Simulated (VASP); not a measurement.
# BeTe (F-43m) in VASP: a series of runs, part 2 of 2

VASP 6.6.1. The steps go on from the part before.

### 3 Single point, PBE

INCAR reads:

```
  PREC = Accurate
  ENCUT = 600
  EDIFF = 1E-6
  ISMEAR = 0
  SIGMA = 0.01
  LREAL = False
  LASPH = True
  NELM = 120
  ALGO = Normal
  ISIF = 2
  LWAVE = False
  LCHARG = False
  GGA = PE
  NBANDS = 11
  GGA_COMPAT = False
```

KPOINTS reads:

```
regular mesh
0
Gamma
  3 3 3
```

POSCAR reads:

```
BeTe
1.0
    0.0000000000      2.8314587876      2.8314587876
    2.8314587876      0.0000000000      2.8314587876
    2.8314587876      2.8314587876      0.0000000000
Be Te
1 1
Direct
    0.0000000000      0.0000000000      0.0000000000
    0.7500000000      0.7500000000      0.7500000000
```

Potentials or basis: VASP PAW PBE potentials, release 64 (Be, Te).

Command:

```
$ cat potpaw_PBE.64/Be/POTCAR potpaw_PBE.64/Te/POTCAR > POTCAR
$ mpirun -np 1 vasp_std > vasp.out
```

Wall time 10 s (1 thread of Intel Xeon 8259CL, shared host); peak memory 0.17 GiB.

The run converged. Its results:

```yaml
Free_energy: -7.3057 eV
Pressure: 1.7 GPa
Band_gap_on_the_k_mesh: 2.26 eV, indirect (least direct gap 3.58 eV)
```

Levels at points of the mesh, in eV from the valence-band top:
| k point | band 1 | band 2 | band 3 | band 4 | band 5 | band 6 | band 7 | band 8 |
| --- | --- | --- | --- | --- | --- | --- | --- | --- |
| (0.00, 0.00, 0.00) | -12.18 | 0.00 | 0.00 | 0.00 | 3.59 | 3.59 | 3.59 | 3.70 |

Caveat: the k points lie up to 0.64 Å⁻¹ apart; spin-orbit coupling is left out, which moves the levels of the heavy elements. A k mesh can miss the band edges.

### 4 Single point, PBE

INCAR reads:

```
SYSTEM = BeTe
PREC     = Accurate       ! precision mode
ENCUT    = 600            ! plane-wave cutoff, eV
EDIFF    = 1E-6           ! SCF threshold, eV
ISMEAR   = 0              ! smearing method
SIGMA    = 0.01           ! smearing width, eV
LREAL    = .FALSE.        ! projectors in reciprocal space
LASPH    = .TRUE.         ! aspherical terms in the spheres
NELM     = 120            ! most SCF steps
ALGO     = Normal         ! electronic algorithm
ISIF     = 2              ! what is computed and relaxed
LWAVE    = .FALSE.        ! write WAVECAR
LCHARG   = .FALSE.        ! write CHGCAR
GGA      = PE             ! functional
NBANDS   = 11             ! bands
ISYM     = 0            
GGA_COMPAT= .FALSE.
```

KPOINTS reads:

```
regular mesh
0
G
  3 2 1
  0 0 0
```

POSCAR is that of step 3.

Potentials or basis: VASP PAW PBE potentials, release 64 (Be, Te).

Command:

```
$ cat potpaw_PBE.64/Be/POTCAR potpaw_PBE.64/Te/POTCAR > POTCAR
$ mpirun -np 1 vasp_std > vasp.out
```

OUTCAR:

```text
SYSTEM = BeTe
   PREC = Accurate
   ENCUT = 600
   EDIFF = 1E-6
   ISMEAR = 0
   LREAL = .FALSE.
   LASPH = .TRUE.
   NELM = 120
   ISIF = 2
   GGA = PE
   ISYM = 0

 ion  position               nearest neighbor table
   1  0.000  0.000  0.000-   2 2.45   2 2.45   2 2.45   2 2.45
   2  0.750  0.750  0.750-   1 2.45   1 2.45   1 2.45   1 2.45

IMPORTANT INFORMATION: All symmetrisations will be switched off!
NOSYMM: (Re-)initialisation of all symmetry stuff for point group C_1.

----------------------------------------------------------------------------------------

                                     Primitive cell

  volume of cell :      45.4005

  direct lattice vectors                    reciprocal lattice vectors
     0.000000000  2.831458788  2.831458788    -0.176587419  0.176587419  0.176587419
     2.831458788  0.000000000  2.831458788     0.176587419 -0.176587419  0.176587419
     2.831458788  2.831458788  0.000000000     0.176587419  0.176587419 -0.176587419

  length of vectors
     4.004287419  4.004287419  4.004287419     0.305858382  0.305858382  0.305858382

  position of ions in fractional coordinates (direct lattice)
     0.000000000  0.000000000  0.000000000
     0.750000000  0.750000000  0.750000000

[... 139 lines left out ...]
      5       8.6484      0.00000
      6       8.6650      0.00000
      7       8.7315      0.00000
      8       8.8694      0.00000
      9      13.3492      0.00000
     10      15.2654      0.00000
     11      15.3663      0.00000
[... 29 lines left out ...]
 k-point     4 :       0.3333    0.5000    0.0000
  band No.  band energies     occupation
      1      -5.2781      2.00000
      2       0.4213      2.00000
      3       2.0471      2.00000
      4       2.7813      2.00000
      5       7.6888      0.00000
      6       9.1416      0.00000
      7      13.0279      0.00000
      8      13.1106      0.00000
      9      15.7770      0.00000
     10      17.0809      0.00000
     11      17.5610      0.00000

------------------------ aborting loop because EDIFF is reached ----------------------------------------

  FORCE on cell =-STRESS in cart. coord.  units (eV):
  Direction    XX          YY          ZZ          XY          YZ          ZX
  --------------------------------------------------------------------------------------
  -------------------------------------------------------------------------------------
  Total        3.8499508      3.8499522      2.6526469      3.5091440     -0.5800317      0.5800332
  in kB      135.8641987    135.8642479     93.6115189    123.8371781    -20.4692351     20.4692863
  external PRESSURE =     121.7799885 kB  Pullay stress =       0.0000000 kB

 VOLUME and BASIS-vectors are now :
 -----------------------------------------------------------------------------
  energy-cutoff  :      600.00
  volume of cell :       45.40
      direct lattice vectors                 reciprocal lattice vectors
     0.000000000  2.831458788  2.831458788    -0.176587419  0.176587419  0.176587419
     2.831458788  0.000000000  2.831458788     0.176587419 -0.176587419  0.176587419
     2.831458788  2.831458788  0.000000000     0.176587419  0.176587419 -0.176587419

 POSITION                                       TOTAL-FORCE (eV/Angst)
 -----------------------------------------------------------------------------------
      0.00000      0.00000      0.00000        -0.007780      0.007780      0.149899
      4.24719      4.24719      4.24719         0.007780     -0.007780     -0.149899
 -----------------------------------------------------------------------------------
    total drift:                                0.000008     -0.000008     -0.000034

  FREE ENERGIE OF THE ION-ELECTRON SYSTEM (eV)
  ---------------------------------------------------
  free  energy   TOTEN  =        -4.5793846046 eV

  energy  without entropy=       -4.5793846046  energy(sigma->0) =       -4.57938460
```

stdout:

```text
POSCAR found type information on POSCAR BeTe
 POSCAR found :  2 types and       2 ions
 scaLAPACK will be used
 LDA part: xc-table for (Slater+PW92), standard interpolation
 -----------------------------------------------------------------------------
|                                                                             |
|           W    W    AA    RRRRR   N    N  II  N    N   GGGG   !!!           |
|           W    W   A  A   R    R  NN   N  II  NN   N  G    G  !!!           |
|           W    W  A    A  R    R  N N  N  II  N N  N  G       !!!           |
|           W WW W  AAAAAA  RRRRR   N  N N  II  N  N N  G  GGG   !            |
|           WW  WW  A    A  R   R   N   NN  II  N   NN  G    G                |
|           W    W  A    A  R    R  N    N  II  N    N   GGGG   !!!           |
|                                                                             |
|     Your reciprocal lattice and k-lattice belong to different lattice       |
|     classes:                                                                |
|                                                                             |
|        The reciprocal lattice is body-centered cubic,                       |
|        whereas your k-lattice is face-centered orthorhombic.                |
|                                                                             |
|     Results are often still useful ...                                      |
|                                                                             |
 -----------------------------------------------------------------------------

 POSCAR, INCAR and KPOINTS ok, starting setup
 FFT: planning ... GRIDC
 FFT: planning ... GRID_SOFT
 FFT: planning ... GRID
 WAVECAR not read
 entering main loop
```

It took 9.5 s on 1 thread of Intel Xeon 8259CL, shared host; peak memory 0.17 GiB.

The run converged, but its numbers aren't listed here, since they failed a check.

Caveat: the k points lie up to 1.92 Å⁻¹ apart; spin-orbit coupling is left out, which moves the levels of the heavy elements.

### 5 Single point, PBE, collinear spin, zero start

This run uses another cell than the first one, of 19.61 Å³/atom, 0.864 times its volume.

INCAR reads:

```
ALGO = Normal
EDIFF = 1E-6
ENCUT = 600
GGA = PE
GGA_COMPAT = F
ISIF = 2
ISMEAR = 0
ISPIN = 2
ISYM = 0
LASPH = T
LCHARG = T
LELF = T
LORBIT = 11
LREAL = F
LVHAR = T
LWAVE = F
MAGMOM = 0 0
NBANDS = 15
NELM = 200
NUPDOWN = 0.0
PREC = Accurate
SIGMA = 0.01
```

KPOINTS reads:

```
k-points
0
Gamma
  1 1 3
```

POSCAR reads:

```
BeTe
1.0
    0.0000000000      2.6967963948      2.6967963948
    2.6967963948      0.0000000000      2.6967963948
    2.6967963948      2.6967963948      0.0000000000
Be Te
1 1
Direct
    0.0000000000      0.0000000000      0.0000000000
    0.7500000000      0.7500000000      0.7500000000
```

Command:

```
$ cat potpaw_PBE.64/Be/POTCAR potpaw_PBE.64/Te/POTCAR > POTCAR
$ mpirun -np 1 vasp_std > vasp.out
```

Run time: 20 s. Hardware: 1 thread of Intel Xeon 8259CL, shared host; peak memory 0.18 GiB.

The run converged. Its results:

```
Free energy                                           : 1.1946 eV
Pressure                                              : 49.9 GPa
Net moment                                            : 0.00 μB per cell
Valence electrons inside the program's atomic spheres : Be 1.03; Te 3.88
```

Stress tensor (GPa, compression positive):
```
 49.87 -13.51  13.51
-13.51  49.87  13.51
 13.51  13.51  49.87
```

Caveat: the k points lie up to 2.02 Å⁻¹ apart; spin-orbit coupling is left out, which moves the levels of the heavy elements; the total moment is fixed, so each spin has its own Fermi level.

### 6 Single point, BLYP

INCAR reads:

```
SYSTEM = BeTe
PREC = Accurate
ENCUT = 600
EDIFF = 1E-6
ISMEAR = 0
SIGMA = 0.1
LREAL = .False.
LASPH = .True.
NELM = 120
ALGO = Normal
ISIF = 2
LWAVE = .False.
LCHARG = .False.
GGA = B5
ALDAX = 1.0
AGGAX = 1.0
AGGAC = 1.0
ALDAC = 0.0
NBANDS = 11
ISYM = 0
GGA_COMPAT = .False.
```

KPOINTS reads:

```
Automatic mesh
0
Gamma
  2 2 2
  0.25 0.25 0.25
```

POSCAR reads:

```
BeTe
1.0
    0.0000000000      2.8314587876      2.8314587876
    2.8314587876      0.0000000000      2.8314587876
    2.8314587876      2.8314587876      0.0000000000
Be Te
1 1
Direct
    0.0000000000      0.0000000000      0.0000000000
    0.7500000000      0.7500000000      0.7500000000
```

Potentials or basis: VASP PAW PBE potentials, release 64 (Be, Te).

Command:

```
$ cat potpaw_PBE.64/Be/POTCAR potpaw_PBE.64/Te/POTCAR > POTCAR
$ mpirun -np 1 vasp_std > vasp.out
```

It took 33 s on 1 thread of Intel Xeon 8259CL, shared host; peak memory 0.18 GiB.

Results (log left out):

```
Free energy            : -5.8707 eV
Pressure               : 6.0 GPa
Band gap on the k mesh : 2.79 eV, indirect (least direct gap 3.83 eV)
```

Levels at points of the mesh, in eV from the valence-band top:
| k point | band 1 | band 2 | band 3 | band 4 | band 5 | band 6 | band 7 | band 8 | band 9 |
| --- | --- | --- | --- | --- | --- | --- | --- | --- | --- |
| (0.12, 0.12, 0.12) | -11.76 | -1.04 | 0.00 | 0.00 | 3.83 | 4.24 | 4.24 | 5.32 | 9.10 |

Caveat: the k points lie up to 0.96 Å⁻¹ apart; the PAW data sets were made with another functional, which shifts forces and pressure a little; spin-orbit coupling is left out, which moves the levels of the heavy elements. A k mesh can miss the band edges.

### 7 Overview

```csv
level,spin,fixed moment (μB),cell,k mesh,smearing,gap on the mesh (eV),pressure (GPa)
PBE,off,-,"a = 4.004 Å, angles 60.0°, 2 atoms",3 × 3 × 3,gaussian 0.01 eV,2.26,1.7
PBE,"collinear, zero start",0.0,"a = 3.814 Å, angles 60.0°, 2 atoms",1 × 1 × 3,gaussian 0.01 eV,-,49.9
BLYP,off,-,"a = 4.004 Å, angles 60.0°, 2 atoms","2 × 2 × 2, shifted",gaussian 0.1 eV,2.79,6.0
```

Alike in all rows: task single point; potentials or basis VASP PAW PBE potentials, release 64 (Be, Te); cutoff (eV) 600.

Caveats: all runs use coarse meshes; spin-orbit coupling is left out, which moves the levels of the heavy elements; the total moment is fixed, so each spin has its own Fermi level (some runs); the PAW data sets were made with another functional, which shifts forces and pressure a little (some runs).

Total energies depend on the potentials used, so only differences within one code and one set of settings carry meaning.
